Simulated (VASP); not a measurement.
# WC (P-6m2) in VASP: further runs

Runs on WC. Level: PBEsol. Tasks: single point.

All numbers are computed with VASP 6.6.1; they aren't measurements. Logs are shortened: lines on timing, memory, paths and dates and some standing lists are left out, and cuts for length are marked.

**1. The cell of the first run**

The structure is hexagonal, space group P-6m2 (No. 187). The conventional cell has a = 2.867 Å, b = 2.867 Å, c = 2.804 Å, α = 90.00°, β = 90.00°, γ = 120.00°. W (site symmetry -6m2) has 6 C at 2.17 Å and 8 W at 2.80 to 2.87 Å within 2.9 Å. C (site symmetry -6m2) has 6 W at 2.17 Å and 8 C at 2.80 to 2.87 Å within 2.9 Å.

**2. Single point, PBEsol (9.98 Å³/atom)**

The input, INCAR:

```
SYSTEM = WC
ALGO = Normal ; EDIFF = 1E-6
ENCUT = 520 ; GGA = PS
ISIF = 2 ; ISMEAR = 0
LASPH = .True. ; LCHARG = .False.
LREAL = .False. ; LWAVE = .False.
NBANDS = 16 ; NELM = 80
PREC = Accurate ; SIGMA = 0.1
```

The input, KPOINTS:

```
k-points
0
Gamma
  18 18 14
  0 0 0
```

The input, POSCAR:

```
WC
1.0
    2.8666336462      0.0000000000      0.0000000000
   -1.4333168231      2.4825775610      0.0000000000
    0.0000000000      0.0000000000      2.8040943396
W C
1 1
Direct
    0.0000000000      0.0000000000      0.0000000000
    0.6666666667      0.3333333333      0.5000000000
```

Potentials or basis: VASP PAW PBE potentials, release 64 (W_sv, C).

Command:

```
> cat potpaw_PBE.64/W_sv/POTCAR potpaw_PBE.64/C/POTCAR > POTCAR
> mpirun -np 1 vasp_std > vasp.out
```

OUTCAR:

```text
SYSTEM = WC
   EDIFF = 1E-6
   ENCUT = 520
   GGA = PS
   ISIF = 2
   ISMEAR = 0
   LASPH = .True.
   LREAL = .False.
   NELM = 80
   PREC = Accurate

 ion  position               nearest neighbor table
   1  0.000  0.000  0.000-   2 2.17   2 2.17   2 2.17   2 2.17   2 2.17   2 2.17
   2  0.667  0.333  0.500-   1 2.17   1 2.17   1 2.17   1 2.17   1 2.17   1 2.17

  LATTYP: Found a hexagonal cell.
 ALAT       =     2.8666336462
 C/A-ratio  =     0.9781837115

  Lattice vectors:

 A1 = (   2.8666336462,   0.0000000000,   0.0000000000)
 A2 = (  -1.4333168231,   2.4825775610,   0.0000000000)
 A3 = (   0.0000000000,   0.0000000000,   2.8040943396)

Analysis of symmetry for initial positions (statically):
=====================================================================
 Subroutine PRICEL returns:
 Original cell was already a primitive cell.

 Routine SETGRP: Setting up the symmetry group for a
 hexagonal supercell.

 Subroutine GETGRP returns: Found 12 space group operations
 (whereof 12 operations were pure point group operations)
 out of a pool of 24 trial point group operations.

The static configuration has the point symmetry D_3h.

Analysis of symmetry for dynamics (positions and initial velocities):
=====================================================================
 Subroutine PRICEL returns:
 Original cell was already a primitive cell.

 Routine SETGRP: Setting up the symmetry group for a
 hexagonal supercell.

 Subroutine GETGRP returns: Found 12 space group operations
 (whereof 12 operations were pure point group operations)
 out of a pool of 24 trial point group operations.

The dynamic configuration has the point symmetry D_3h.

 Subroutine INISYM returns: Found 12 space group operations
 (whereof 12 operations are pure point group operations),
 and found     1 'primitive' translations

----------------------------------------------------------------------------------------

                                     Primitive cell

  volume of cell :      19.9557

  direct lattice vectors                    reciprocal lattice vectors
     2.866633646  0.000000000  0.000000000     0.348841228  0.201403577  0.000000000
    -1.433316823  2.482577561  0.000000000     0.000000000  0.402807153  0.000000000
     0.000000000  0.000000000  2.804094340     0.000000000  0.000000000  0.356621382

  length of vectors
     2.866633646  2.866633646  2.804094340     0.402807153  0.402807153  0.356621382

  position of ions in fractional coordinates (direct lattice)
     0.000000000  0.000000000  0.000000000
     0.666666667  0.333333333  0.500000000

  ion indices of the primitive-cell ions
   primitive index   ion index
                 1           1
                 2           2

----------------------------------------------------------------------------------------

 KPOINTS: k-points

Automatic generation of k-mesh.
 Grid dimensions read from file:
 generate k-points for:   18   18   14

 Generating k-lattice:

  Cartesian coordinates                     Fractional coordinates (reciprocal lattice)
     0.019380068  0.011189088  0.000000000     0.055555556 -0.000000000  0.000000000
     0.000000000  0.022378175  0.000000000     0.000000000  0.055555556  0.000000000
     0.000000000  0.000000000  0.025472956     0.000000000  0.000000000  0.071428571

  Length of vectors
     0.022378175  0.022378175  0.025472956

  Shift w.r.t. Gamma in fractional coordinates (k-lattice)
     0.000000000  0.000000000  0.000000000

 Subroutine IBZKPT returns following result:
 ===========================================

 Found    296 irreducible k-points:

 Following reciprocal coordinates:
            Coordinates               Weight
  0.000000  0.000000  0.000000      1.000000
  0.055556 -0.000000  0.000000      6.000000
  0.111111 -0.000000  0.000000      6.000000
  0.166667 -0.000000  0.000000      6.000000
  0.222222 -0.000000  0.000000      6.000000
  0.277778 -0.000000  0.000000      6.000000
[... 16 lines left out ...]
  0.333333  0.111111  0.000000     12.000000
  0.388889  0.111111  0.000000     12.000000
 [... further k-points ...]
   k-points           NKPTS =    296   k-points in BZ     NKDIM =    296   number of bands    NBANDS=     16
   number of dos      NEDOS =    301   number of ions     NIONS =      2
   total plane-waves  NPLWV =  13824
   dimension x,y,z NGX =    24 NGY =   24 NGZ =   24
   dimension x,y,z NGXF=    48 NGYF=   48 NGZF=   48
   ions per type =               1   1
   NGX,Y,Z   is equivalent  to a cutoff of  13.92, 13.92, 14.23 a.u.
   NGXF,Y,Z  is equivalent  to a cutoff of  27.84, 27.84, 28.46 a.u.
 SYSTEM =  WC
   PREC   = accura    normal or accurate (medium, high low for compatibility)
   ISTART =      0    job   : 0-new  1-cont  2-samecut
   ICHARG =      2    charge: 1-file 2-atom 10-const
   ISPIN  =      1    spin polarized calculation?
   LNONCOLLINEAR =      F non collinear calculations
   LSORBIT =      F    spin-orbit coupling
   LASPH  =      T    aspherical Exc in radial PAW
   ENCUT  =  520.0 eV  38.22 Ry    6.18 a.u.   5.33  5.33  5.21*2*pi/ulx,y,z
   NELM   =     80;   NELMIN=  2; NELMDL= -5     # of ELM steps
   EDIFF  = 0.1E-05   stopping-criterion for ELM
   LREAL  =      F    real-space projection
   EDIFFG = 0.1E-04   stopping-criterion for IOM
   NSW    =      0    number of steps for IOM
   IBRION =     -1    ionic relax: 0-MD 1-quasi-New 2-CG
   NFREE  =      0    steps in history (QN), initial steepest desc. (CG)
   ISIF   =      2    stress and relaxation
   ISYM   =      2    0-nonsym 1-usesym 2-fastsym
   POTIM  = 0.5000    time-step for ionic-motion
   TEBEG  =    0.0;   TEEND  =   0.0 temperature during run
   PSTRESS=    0.0 pullay stress
   NELECT =      18.0000    total number of electrons
   NUPDOWN=      -1.0000    fix difference up-down
   EMIN   =  10.00;   EMAX   =-10.00  energy-range for DOS
   EFERMI =   0.00;   METHOD = LEGACY
   ISMEAR =     0;   SIGMA  =   0.10  broadening in eV -4-tet -1-fermi 0-gaus
   EFERMI_NEDOS =   21; number of points for ismear=-14 and -15
   IALGO  =     38    algorithm
   IMIX   =      4    mixing-type and parameters
     AMIX     =   0.40;   BMIX     =  1.00
     AMIX_MAG =   1.60;   BMIX_MAG =  1.00
  volume/ion in A,a.u.               =       9.98        67.33
  Fermi-wavevector in a.u.,A,eV,Ry     =   1.581769  2.989110 34.041693  2.501994
  Thomas-Fermi vector in A             =   2.681794
   LORBIT       =      0    0 simple, 1 ext, 2 COOP (PROOUT), +10 PAW based schemes
   GGA     = PS    functional components
   LHFCALC =     F    Hartree Fock is set to
   AEXX    =    0.0000 exact exchange contribution
   IVDW    =     0    specifies the selected vdW correction
   LEPSILON=     F    determine dielectric tensor
   LRPA    =     F    only Hartree local field effects (RPA)
 non-spin polarized calculation
 Gauss-broadening in eV      SIGMA  =   0.10
  energy-cutoff  :      520.00
  volume of cell :       19.96
 maximum number of plane-waves:       556
 NGX is ok and might be reduce to    24
   NGX = 11   NGY = 11   NGZ = 11

 number of electron      18.0000000 magnetization

 Free energy of the ion-electron system (eV)
  ---------------------------------------------------
  ext. energy  EPLUGINS =         0.00000000
  ---------------------------------------------------
  free energy    TOTEN  =       -23.87035421 eV

  energy without entropy =      -23.86921235  energy(sigma->0) =      -23.86978328

 E-fermi :  11.5100     XC(G=0): -14.1461

 val. band max:       11.4903283039   @ k =   0.4444  -0.0000   0.4286
 cond. band min:      11.5272658291   @ k =   0.3333   0.2222   0.0000
 fundamental gap:      0.0369375252
 Fermi energy:        11.5099646900

 k-point     1 :       0.0000    0.0000    0.0000
  band No.  band energies     occupation
      1     -62.3530      2.00000
      2     -26.3441      2.00000
      3     -26.2185      2.00000
      4     -26.2185      2.00000
      5      -3.2298      2.00000
      6       6.9362      2.00000
[... 8 lines left out ...]
     15      26.1985      0.00000
     16      28.5835      0.00000

 k-point     2 :       0.0556   -0.0000    0.0000
  band No.  band energies     occupation
      1     -62.3508      2.00000
      2     -26.3402      2.00000
      3     -26.2490      2.00000
      4     -26.2253      2.00000
      5      -3.1429      2.00000
      6       6.9712      2.00000
[... 8 lines left out ...]
     15      25.9841      0.00000
     16      28.7649      0.00000

 k-point     3 :       0.1111   -0.0000    0.0000
  band No.  band energies     occupation
      1     -62.3447      2.00000
      2     -26.3360      2.00000
      3     -26.3288      2.00000
      4     -26.2449      2.00000
      5      -2.8897      2.00000
      6       6.9626      2.00000
[... 8 lines left out ...]
     15      25.6302      0.00000
     16      29.2875      0.00000

 k-point     4 :       0.1667   -0.0000    0.0000
  band No.  band energies     occupation
      1     -62.3353      2.00000
      2     -26.4674      2.00000
      3     -26.3114      2.00000
      4     -26.2747      2.00000
      5      -2.4909      2.00000
      6       6.6062      2.00000
[... 8 lines left out ...]
     15      25.4318      0.00000
     16      30.0935      0.00000

 k-point     5 :       0.2222   -0.0000    0.0000
  band No.  band energies     occupation
      1     -62.3236      2.00000
      2     -26.6251      2.00000
      3     -26.3111      2.00000
      4     -26.2899      2.00000
      5      -1.9790      2.00000
      6       6.0530      2.00000
[... 8 lines left out ...]
     15      25.5625      0.00000
     16      30.1353      0.00000

 k-point     6 :       0.2778   -0.0000    0.0000
  band No.  band energies     occupation
      1     -62.3112      2.00000
      2     -26.7893      2.00000
      3     -26.3496      2.00000
      4     -26.2669      2.00000
      5      -1.3974      2.00000
      6       5.4971      2.00000
[... 8 lines left out ...]
     15      26.1460      0.00000
     16      29.9014      0.00000

 k-point     7 :       0.3333   -0.0000    0.0000
  band No.  band energies     occupation
      1     -62.2996      2.00000
      2     -26.9402      2.00000
      3     -26.3854      2.00000
      4     -26.2452      2.00000
      5      -0.8009      2.00000
      6       5.0096      2.00000
[... 8 lines left out ...]
     15      26.8579      0.00000
     16      28.6789      0.00000

 k-point     8 :       0.3889   -0.0000    0.0000
  band No.  band energies     occupation
      1     -62.2901      2.00000
      2     -27.0610      2.00000
      3     -26.4145      2.00000
      4     -26.2275      2.00000
      5      -0.2607      2.00000
      6       4.6261      2.00000
[... 8 lines left out ...]
     15      26.1948      0.00000
     16      28.9530      0.00000

 k-point     9 :       0.4444   -0.0000    0.0000
  band No.  band energies     occupation
      1     -62.2838      2.00000
      2     -27.1388      2.00000
      3     -26.4334      2.00000
      4     -26.2159      2.00000
      5       0.1308      2.00000
      6       4.3749      2.00000
[... 8 lines left out ...]
     15      25.1671      0.00000
     16      29.7977      0.00000
[... 172 lines left out ...]
 k-point    19 :       0.1111    0.1111    0.0000
  band No.  band energies     occupation
      1     -62.3300      2.00000
      2     -26.5286      2.00000
      3     -26.3019      2.00000
      4     -26.3017      2.00000
      5      -2.2612      2.00000
      6       6.3869      2.00000
[... 8 lines left out ...]
     15      25.4566      0.00000
     16      30.1924      0.00000

 k-point    20 :       0.1667    0.1111    0.0000
  band No.  band energies     occupation
      1     -62.3191      2.00000
      2     -26.6646      2.00000
      3     -26.3477      2.00000
      4     -26.2815      2.00000
      5      -1.7633      2.00000
      6       5.8987      2.00000
[... 8 lines left out ...]
     15      25.6838      0.00000
     16      29.9967      0.00000

 k-point    21 :       0.2222    0.1111    0.0000
  band No.  band energies     occupation
      1     -62.3074      2.00000
      2     -26.8059      2.00000
      3     -26.3967      2.00000
      4     -26.2599      2.00000
      5      -1.1931      2.00000
      6       5.4139      2.00000
[... 8 lines left out ...]
     15      26.2790      0.00000
     16      29.6626      0.00000

 k-point    22 :       0.2778    0.1111    0.0000
  band No.  band energies     occupation
      1     -62.2965      2.00000
      2     -26.9360      2.00000
      3     -26.4427      2.00000
      4     -26.2395      2.00000
      5      -0.6037      2.00000
      6       4.9874      2.00000
[... 8 lines left out ...]
     15      27.0373      0.00000
     16      28.5665      0.00000

 k-point    23 :       0.3333    0.1111    0.0000
  band No.  band energies     occupation
      1     -62.2875      2.00000
      2     -27.0403      2.00000
      3     -26.4801      2.00000
      4     -26.2228      2.00000
      5      -0.0667      2.00000
      6       4.6523      2.00000
[... 8 lines left out ...]
     15      26.6512      0.00000
     16      28.7648      0.00000

 k-point    24 :       0.3889    0.1111    0.0000
  band No.  band energies     occupation
      1     -62.2817      2.00000
      2     -27.1076      2.00000
      3     -26.5043      2.00000
      4     -26.2119      2.00000
      5       0.3242      2.00000
      6       4.4338      2.00000
[... 8 lines left out ...]
     15      25.7898      0.00000
     16      29.5161      0.00000

 [... further k-points ...]
[... 5 lines left out ...]
  --------------------------------------------------------------------------------------
  -------------------------------------------------------------------------------------
  Total        1.8101869      1.8101869      1.8570050      0.0000000     -0.0000000      0.0000000
  in kB      145.3337078    145.3337078    149.0925722      0.0000000     -0.0000000      0.0000000
  external PRESSURE =     146.5866626 kB  Pullay stress =       0.0000000 kB

 VOLUME and BASIS-vectors are now :
 -----------------------------------------------------------------------------
  energy-cutoff  :      520.00
  volume of cell :       19.96
      direct lattice vectors                 reciprocal lattice vectors
     2.866633646  0.000000000  0.000000000     0.348841228  0.201403577  0.000000000
    -1.433316823  2.482577561  0.000000000     0.000000000  0.402807153  0.000000000
     0.000000000  0.000000000  2.804094340     0.000000000  0.000000000  0.356621382

 POSITION                                       TOTAL-FORCE (eV/Angst)
 -----------------------------------------------------------------------------------
      0.00000      0.00000      0.00000         0.000000      0.000000      0.000000
      1.43332      0.82753      1.40205        -0.000000      0.000000      0.000000
 -----------------------------------------------------------------------------------
    total drift:                                0.000000     -0.000000      0.000000

  FREE ENERGIE OF THE ION-ELECTRON SYSTEM (eV)
  ---------------------------------------------------
  free  energy   TOTEN  =       -23.8703542085 eV

  energy  without entropy=      -23.8692123457  energy(sigma->0) =      -23.86978328
```

Run time: 38 s. Hardware: 1 thread of Intel Xeon Platinum 8488C (Sapphire Rapids), shared host; peak memory 0.21 GiB.

What came out:

| Quantity | Value |
| --- | --- |
| Free energy | -23.8704 eV |
| Pressure | 14.7 GPa |
| Band gap on the k mesh | zero (bands 9 and 10 overlap by 1.29 eV) |

Caveat: the cell stands under pressure; the PAW data sets were made with another functional, which shifts forces and pressure a little; spin-orbit coupling is left out, which moves the levels of the heavy elements.

**3. Single point, PBEsol**

This run uses another cell than the first one, of 10.38 Å³/atom.

The input, INCAR:

```
  PREC = Accurate
  ENCUT = 520
  EDIFF = 1E-7
  ISMEAR = 0
  SIGMA = 0.1
  LREAL = False
  LASPH = True
  NELM = 100
  ALGO = Normal
  ISIF = 2
  LWAVE = False
  LCHARG = False
  GGA = PS
  NBANDS = 16
```

The input, KPOINTS:

```
Automatic mesh
0
Gamma
  18 18 14
```

The input, POSCAR:

```
WC
1.0
    2.9065000000      0.0000000000      0.0000000000
   -1.4532500000      2.5171028361      0.0000000000
    0.0000000000      0.0000000000      2.8366000000
W C
1 1
Direct
    0.0000000000      0.0000000000      0.0000000000
    0.6666666667      0.3333333333      0.5000000000
```

Potentials or basis: VASP PAW PBE potentials, release 64 (W_sv, C).

Command:

```
> cat potpaw_PBE.64/W_sv/POTCAR potpaw_PBE.64/C/POTCAR > POTCAR
> mpirun -np 1 vasp_std > vasp.out
```

Run time: 37 s. Hardware: 1 thread of Intel Xeon Platinum 8488C (Sapphire Rapids), shared host; peak memory 0.22 GiB.

It converged, with:

```
Free energy            : -23.9002 eV
Pressure               : -2.3 GPa
Band gap on the k mesh : zero (bands 9 and 10 overlap by 1.23 eV)
```

Stress tensor (GPa, compression positive):
```
-2.13  0.00  0.00
 0.00 -2.13  0.00
 0.00  0.00 -2.59
```

Levels at points of the mesh, in eV from the Fermi level:
```tsv
k point	band 5	band 6	band 7	band 8	band 9	band 10	band 11	band 12	band 13	band 14
(0.00, 0.00, 0.00)	-14.42	-4.32	-3.32	-3.32	0.12	3.23	3.23	5.66	5.66	6.42
(0.50, 0.00, 0.00)	-11.04	-7.03	-3.61	-3.58	-0.43	2.34	4.54	4.91	6.88	9.68
(0.00, 0.00, 0.50)	-10.35	-8.67	-2.00	-2.00	-0.59	-0.59	3.70	4.54	4.54	9.97
(0.50, 0.00, 0.50)	-11.24	-6.46	-4.31	-4.17	0.30	4.45	5.33	6.67	9.23	10.11
```

Caveat: the PAW data sets were made with another functional, which shifts forces and pressure a little; spin-orbit coupling is left out, which moves the levels of the heavy elements.

**4. Single point, PBEsol (10.60 Å³/atom)**

This run uses another cell than the first one, of 10.60 Å³/atom.

The input, INCAR:

```
ALGO = Normal
EDIFF = 1E-7
ENCUT = 520
GGA = PS
ISIF = 2
ISMEAR = 0
LASPH = True
LCHARG = False
LREAL = False
LWAVE = False
NBANDS = 16
NELM = 60
PREC = Accurate
SIGMA = 0.1
```

The input, KPOINTS:

```
k-points
0
Gamma
  18 18 14
```

The input, POSCAR:

```
WC
1.0
    2.9296555971      0.0000000000      0.0000000000
   -1.4648277986      2.5371561714      0.0000000000
    0.0000000000      0.0000000000      2.8508171418
W C
1 1
Direct
    0.0000000000      0.0000000000      0.0000000000
    0.6666666667      0.3333333333      0.5000000000
```

Command:

```
> cat potpaw_PBE.64/W_sv/POTCAR potpaw_PBE.64/C/POTCAR > POTCAR
> mpirun -np 1 vasp_std > vasp.out
```

Run time: 41 s. Hardware: 1 thread of Intel Xeon Platinum 8488C (Sapphire Rapids), shared host; peak memory 0.22 GiB.

Results (log left out):

```
Free energy            : -23.8833 eV
Pressure               : -10.2 GPa
Band gap on the k mesh : zero (bands 9 and 10 overlap by 1.19 eV)
```

Stress tensor (GPa, compression positive):
```
-10.27   0.00   0.00
  0.00 -10.27   0.00
  0.00   0.00  -9.95
```

Levels at points of the mesh, in eV from the Fermi level:
```tsv
k point	band 7	band 8	band 9	band 10	band 11	band 12
(0.00, 0.00, 0.00)	-3.25	-3.25	0.15	3.15	3.15	5.56
(0.50, 0.00, 0.00)	-3.48	-3.48	-0.44	2.29	4.40	4.74
(0.00, 0.00, 0.50)	-1.97	-1.97	-0.56	-0.56	3.67	4.47
(0.50, 0.00, 0.50)	-4.22	-4.11	0.27	4.30	5.19	6.49
```

Caveat: the cell stands under tension; the PAW data sets were made with another functional, which shifts forces and pressure a little; spin-orbit coupling is left out, which moves the levels of the heavy elements.

(Part 1 of 2 ends here.)

The gap in the log of VASP goes by the Fermi energy; the results here count the filled bands.